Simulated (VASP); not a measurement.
# Be3Se2O (P6/mmm) in VASP: single point with PBE

Aim: the single point of Be3Se2O with PBE.

Program: VASP 6.6.1. These are calculated values, not measurements. Logs are shortened: lines on timing, memory, paths and dates and some standing lists are left out, and cuts for length are marked.

## (1) The cell of the first run

It takes space group P6/mmm (No. 191, hexagonal). Conventional cell: a = 5.294 Å, b = 5.294 Å, c = 3.504 Å, α = 90.00°, β = 90.00°, γ = 120.00°. Be (site symmetry mmm) has 4 Se at 2.32 Å and 4 Be at 2.65 Å within 3.1 Å. Within 3.1 Å of Se (site symmetry -6m2) lie 6 Be at 2.32 Å and 3 Se at 3.06 Å and 3 O at 3.06 Å. Within 4.0 Å of O (site symmetry 6/mmm) lie 6 Se at 3.06 Å and 12 Be at 3.17 Å and 2 O at 3.50 Å.

## (2) Single point, PBE

File INCAR:

```
SYSTEM = Be3Se2O
PREC     = Accurate       ! precision mode
ENCUT    = 520            ! plane-wave cutoff, eV
EDIFF    = 1E-7           ! SCF threshold, eV
ISMEAR   = 0              ! smearing method
SIGMA    = 0.1            ! smearing width, eV
LREAL    = .False.        ! projectors in reciprocal space
LASPH    = .True.         ! aspherical terms in the spheres
NELM     = 100            ! most SCF steps
ALGO     = Normal         ! electronic algorithm
ISIF     = 2              ! what is computed and relaxed
LWAVE    = .False.        ! write WAVECAR
LCHARG   = .False.        ! write CHGCAR
GGA      = PE             ! functional
NBANDS   = 21             ! bands
```

File KPOINTS:

```
regular mesh
0
Gamma
  6 6 6
  0 0 0
```

File POSCAR:

```
Be3Se2O
1.0
    5.2938749300      0.0000000000      0.0000000000
   -2.6469374700      4.5846301800      0.0000000000
    0.0000000000      0.0000000000      3.5039033500
Be Se O
3 2 1
Direct
    0.5000000000      0.0000000000      0.5000000000
    0.0000000000      0.5000000000      0.5000000000
    0.5000000000      0.5000000000      0.5000000000
    0.6666666700      0.3333333300      0.0000000000
    0.3333333300      0.6666666700      0.0000000000
    0.0000000000      0.0000000000      0.0000000000
```

Potentials or basis: VASP PAW PBE potentials, release 64 (Be, Se, O).

Command:

```bash
$ cat potpaw_PBE.64/Be/POTCAR potpaw_PBE.64/Se/POTCAR potpaw_PBE.64/O/POTCAR > POTCAR
$ mpirun -np 1 vasp_std > vasp.out
```

OUTCAR:

```text
SYSTEM = Be3Se2O
   PREC = Accurate
   ENCUT = 520
   EDIFF = 1E-7
   ISMEAR = 0
   LREAL = .False.
   LASPH = .True.
   NELM = 100
   ISIF = 2
   GGA = PE

 ion  position               nearest neighbor table
   1  0.500  0.000  0.500-   4 2.32   5 2.32   4 2.32   5 2.32
   2  0.000  0.500  0.500-   4 2.32   5 2.32   4 2.32   5 2.32
   3  0.500  0.500  0.500-   4 2.32   5 2.32   4 2.32   5 2.32
   4  0.667  0.333  0.000-   2 2.32   2 2.32   1 2.32   1 2.32   3 2.32   3 2.32
   5  0.333  0.667  0.000-   2 2.32   2 2.32   1 2.32   1 2.32   3 2.32   3 2.32
   6  0.000  0.000  0.000-

  LATTYP: Found a hexagonal cell.
 ALAT       =     5.2938749300
 C/A-ratio  =     0.6618787554

  Lattice vectors:

 A1 = (   5.2938749300,   0.0000000000,   0.0000000000)
 A2 = (  -2.6469374700,   4.5846301800,   0.0000000000)
 A3 = (   0.0000000000,   0.0000000000,   3.5039033500)

Analysis of symmetry for initial positions (statically):
=====================================================================
 Subroutine PRICEL returns:
 Original cell was already a primitive cell.

 Routine SETGRP: Setting up the symmetry group for a
 hexagonal supercell.

 Subroutine GETGRP returns: Found 24 space group operations
 (whereof 24 operations were pure point group operations)
 out of a pool of 24 trial point group operations.

The static configuration has the point symmetry D_6h.

Analysis of symmetry for dynamics (positions and initial velocities):
=====================================================================
 Subroutine PRICEL returns:
 Original cell was already a primitive cell.

 Routine SETGRP: Setting up the symmetry group for a
 hexagonal supercell.

 Subroutine GETGRP returns: Found 24 space group operations
 (whereof 24 operations were pure point group operations)
 out of a pool of 24 trial point group operations.

The dynamic configuration has the point symmetry D_6h.

 Subroutine INISYM returns: Found 24 space group operations
 (whereof 24 operations are pure point group operations),
 and found     1 'primitive' translations

----------------------------------------------------------------------------------------

                                     Primitive cell

  volume of cell :      85.0413

  direct lattice vectors                    reciprocal lattice vectors
     5.293874930  0.000000000  0.000000000     0.188897549  0.109060051  0.000000000
    -2.646937470  4.584630180  0.000000000     0.000000000  0.218120101  0.000000000
     0.000000000  0.000000000  3.503903350     0.000000000  0.000000000  0.285396000

  length of vectors
     5.293874930  5.293874938  3.503903350     0.218120102  0.218120101  0.285396000

  position of ions in fractional coordinates (direct lattice)
     0.500000000  0.000000000  0.500000000
     0.000000000  0.500000000  0.500000000
     0.500000000  0.500000000  0.500000000
     0.666666670  0.333333330  0.000000000
     0.333333330  0.666666670  0.000000000
     0.000000000  0.000000000  0.000000000

  ion indices of the primitive-cell ions
   primitive index   ion index
                 1           1
                 2           2
                 3           3
                 4           4
                 5           5
                 6           6

----------------------------------------------------------------------------------------

 KPOINTS: regular mesh

Automatic generation of k-mesh.
 Grid dimensions read from file:
 generate k-points for:    6    6    6

 Generating k-lattice:

  Cartesian coordinates                     Fractional coordinates (reciprocal lattice)
     0.031482925  0.018176675  0.000000000     0.166666667  0.000000000  0.000000000
     0.000000000  0.036353350  0.000000000     0.000000000  0.166666667  0.000000000
     0.000000000  0.000000000  0.047566000     0.000000000  0.000000000  0.166666667

  Length of vectors
     0.036353350  0.036353350  0.047566000

  Shift w.r.t. Gamma in fractional coordinates (k-lattice)
     0.000000000  0.000000000  0.000000000

 Subroutine IBZKPT returns following result:
 ===========================================

 Found     28 irreducible k-points:

 Following reciprocal coordinates:
            Coordinates               Weight
  0.000000  0.000000  0.000000      1.000000
  0.166667  0.000000  0.000000      6.000000
  0.333333  0.000000  0.000000      6.000000
  0.500000  0.000000  0.000000      3.000000
  0.166667  0.166667  0.000000      6.000000
  0.333333  0.166667  0.000000     12.000000
[... 16 lines left out ...]
  0.166667  0.000000  0.500000      6.000000
  0.333333  0.000000  0.500000      6.000000
 [... further k-points ...]
   k-points           NKPTS =     28   k-points in BZ     NKDIM =     28   number of bands    NBANDS=     21
   number of dos      NEDOS =    301   number of ions     NIONS =      6
   total plane-waves  NPLWV =  44800
   dimension x,y,z NGX =    40 NGY =   40 NGZ =   28
   dimension x,y,z NGXF=    80 NGYF=   80 NGZF=   56
   ions per type =               3   2   1
   NGX,Y,Z   is equivalent  to a cutoff of  12.56, 12.56, 13.28 a.u.
   NGXF,Y,Z  is equivalent  to a cutoff of  25.12, 25.12, 26.57 a.u.
 SYSTEM =  Be3Se2O
   PREC   = accura    normal or accurate (medium, high low for compatibility)
   ISTART =      0    job   : 0-new  1-cont  2-samecut
   ICHARG =      2    charge: 1-file 2-atom 10-const
   ISPIN  =      1    spin polarized calculation?
   LNONCOLLINEAR =      F non collinear calculations
   LSORBIT =      F    spin-orbit coupling
   LASPH  =      T    aspherical Exc in radial PAW
   ENCUT  =  520.0 eV  38.22 Ry    6.18 a.u.   9.84  9.84  6.51*2*pi/ulx,y,z
   NELM   =    100;   NELMIN=  2; NELMDL= -5     # of ELM steps
   EDIFF  = 0.1E-06   stopping-criterion for ELM
   LREAL  =      F    real-space projection
   EDIFFG = 0.1E-05   stopping-criterion for IOM
   NSW    =      0    number of steps for IOM
   IBRION =     -1    ionic relax: 0-MD 1-quasi-New 2-CG
   NFREE  =      0    steps in history (QN), initial steepest desc. (CG)
   ISIF   =      2    stress and relaxation
   ISYM   =      2    0-nonsym 1-usesym 2-fastsym
   POTIM  = 0.5000    time-step for ionic-motion
   TEBEG  =    0.0;   TEEND  =   0.0 temperature during run
   PSTRESS=    0.0 pullay stress
   NELECT =      24.0000    total number of electrons
   NUPDOWN=      -1.0000    fix difference up-down
   EMIN   =  10.00;   EMAX   =-10.00  energy-range for DOS
   EFERMI =   0.00;   METHOD = LEGACY
   ISMEAR =     0;   SIGMA  =   0.10  broadening in eV -4-tet -1-fermi 0-gaus
   EFERMI_NEDOS =   21; number of points for ismear=-14 and -15
   IALGO  =     38    algorithm
   IMIX   =      4    mixing-type and parameters
     AMIX     =   0.40;   BMIX     =  1.00
     AMIX_MAG =   1.60;   BMIX_MAG =  1.00
  volume/ion in A,a.u.               =      14.17        95.65
  Fermi-wavevector in a.u.,A,eV,Ry     =   1.073829  2.029243 15.689003  1.153109
  Thomas-Fermi vector in A             =   2.209640
   LORBIT       =      0    0 simple, 1 ext, 2 COOP (PROOUT), +10 PAW based schemes
   GGA     = PE    functional components
   LHFCALC =     F    Hartree Fock is set to
   AEXX    =    0.0000 exact exchange contribution
   IVDW    =     0    specifies the selected vdW correction
   LEPSILON=     F    determine dielectric tensor
   LRPA    =     F    only Hartree local field effects (RPA)
 non-spin polarized calculation
 Gauss-broadening in eV      SIGMA  =   0.10
  energy-cutoff  :      520.00
  volume of cell :       85.04
 maximum number of plane-waves:      2320
 NGX is ok and might be reduce to    40
   NGX = 19   NGY = 19   NGZ = 13

 number of electron      23.9999995 magnetization

 Free energy of the ion-electron system (eV)
  ---------------------------------------------------
  ext. energy  EPLUGINS =         0.00000000
  ---------------------------------------------------
  free energy    TOTEN  =       -19.23641940 eV

  energy without entropy =      -19.20756284  energy(sigma->0) =      -19.22199112

 E-fermi :   4.5000     XC(G=0):  -9.8526

 val. band max:        4.4974788934   @ k =   0.0000   0.0000   0.5000
 cond. band min:       4.5078570216   @ k =   0.1667   0.0000   0.3333
 fundamental gap:      0.0103781282
 Fermi energy:         4.4999690603

 k-point     1 :       0.0000    0.0000    0.0000
  band No.  band energies     occupation
      1     -11.8483      2.00000
      2     -10.4452      2.00000
      3      -9.4031      2.00000
      4      -1.8980      2.00000
      5      -1.8980      2.00000
      6      -0.5710      2.00000
[... 13 lines left out ...]
     20      11.6816      0.00000
     21      11.6816      0.00000

 k-point     2 :       0.1667    0.0000    0.0000
  band No.  band energies     occupation
      1     -11.7347      2.00000
      2     -10.4911      2.00000
      3      -9.5701      2.00000
      4      -2.1161      2.00000
      5      -1.8111      2.00000
      6      -0.4493      2.00000
[... 13 lines left out ...]
     20      11.2939      0.00000
     21      11.7367      0.00000

 k-point     3 :       0.3333    0.0000    0.0000
  band No.  band energies     occupation
      1     -11.4171      2.00000
      2     -10.6362      2.00000
      3      -9.9375      2.00000
      4      -2.4272      2.00000
      5      -1.4568      2.00000
      6      -0.1152      2.00000
[... 13 lines left out ...]
     20      10.9217      0.00000
     21      11.5090      0.00000
[... 457 lines left out ...]
 k-point    23 :       0.1667    0.0000    0.5000
  band No.  band energies     occupation
      1     -11.2054      2.00000
      2     -10.0739      2.00000
      3      -8.4255      2.00000
      4      -4.6257      2.00000
      5      -3.1916      2.00000
      6      -1.4451      2.00000
[... 13 lines left out ...]
     20      12.3278      0.00000
     21      12.9509      0.00000

 k-point    24 :       0.3333    0.0000    0.5000
  band No.  band energies     occupation
      1     -10.9965      2.00000
      2     -10.0592      2.00000
      3      -8.8935      2.00000
      4      -4.3935      2.00000
      5      -3.4739      2.00000
      6      -1.6539      2.00000
[... 13 lines left out ...]
     20      12.3749      0.00000
     21      12.4351      0.00000

 [... further k-points ...]
[... 5 lines left out ...]
  --------------------------------------------------------------------------------------
  -------------------------------------------------------------------------------------
  Total        4.9972425      4.9972425     -7.4414431     -0.0000000     -0.0000000      0.0000000
  in kB       94.1479570     94.1479572   -140.1966529     -0.0000001     -0.0000000      0.0000000
  external PRESSURE =      16.0330871 kB  Pullay stress =       0.0000000 kB

 VOLUME and BASIS-vectors are now :
 -----------------------------------------------------------------------------
  energy-cutoff  :      520.00
  volume of cell :       85.04
      direct lattice vectors                 reciprocal lattice vectors
     5.293874930  0.000000000  0.000000000     0.188897549  0.109060051  0.000000000
    -2.646937470  4.584630180  0.000000000     0.000000000  0.218120101  0.000000000
     0.000000000  0.000000000  3.503903350     0.000000000  0.000000000  0.285396000

 POSITION                                       TOTAL-FORCE (eV/Angst)
 -----------------------------------------------------------------------------------
      2.64694      0.00000      1.75195        -0.000000      0.000000      0.000000
     -1.32347      2.29232      1.75195        -0.000000      0.000000      0.000000
      1.32347      2.29232      1.75195        -0.000000      0.000000      0.000000
      2.64694      1.52821      0.00000         0.000000     -0.000000      0.000000
     -0.00000      3.05642      0.00000        -0.000000      0.000000     -0.000000
      0.00000      0.00000      0.00000        -0.000000      0.000000      0.000000
 -----------------------------------------------------------------------------------
    total drift:                                0.000000     -0.000000     -0.000000

  FREE ENERGIE OF THE ION-ELECTRON SYSTEM (eV)
  ---------------------------------------------------
  free  energy   TOTEN  =       -19.2364194004 eV

  energy  without entropy=      -19.2075628446  energy(sigma->0) =      -19.22199112
```

Wall time 56 s (1 thread of AMD EPYC 7R13 (Zen 3), shared host); peak memory 0.19 GiB.

Results:

```yaml
Free_energy: -19.2364 eV
Pressure: 1.6 GPa
Band_gap_on_the_k_mesh: zero (band 12 reaches 4.76 eV, above the bottom of band 13 at 4.11 eV)
```

Stress tensor (GPa, compression positive):
```
  9.41   0.00   0.00
  0.00   9.41   0.00
  0.00   0.00 -14.02
```

Levels at points of the mesh, in eV from the Fermi level:
```csv
k point,band 8,band 9,band 10,band 11,band 12,band 13,band 14,band 15,band 16,band 17
"(0.00, 0.00, 0.00)",-4.28,-2.02,-0.50,-0.25,0.14,0.14,1.12,3.12,3.12,4.40
"(0.50, 0.00, 0.00)",-3.43,-2.12,-0.76,-0.63,-0.37,0.24,0.54,1.93,2.98,3.25
"(0.00, 0.00, 0.50)",-2.61,-2.61,-1.29,0.00,0.00,0.03,0.03,0.75,0.75,6.40
"(0.50, 0.00, 0.50)",-2.67,-2.34,-1.25,-0.53,-0.48,-0.34,0.59,2.36,2.78,5.35
```
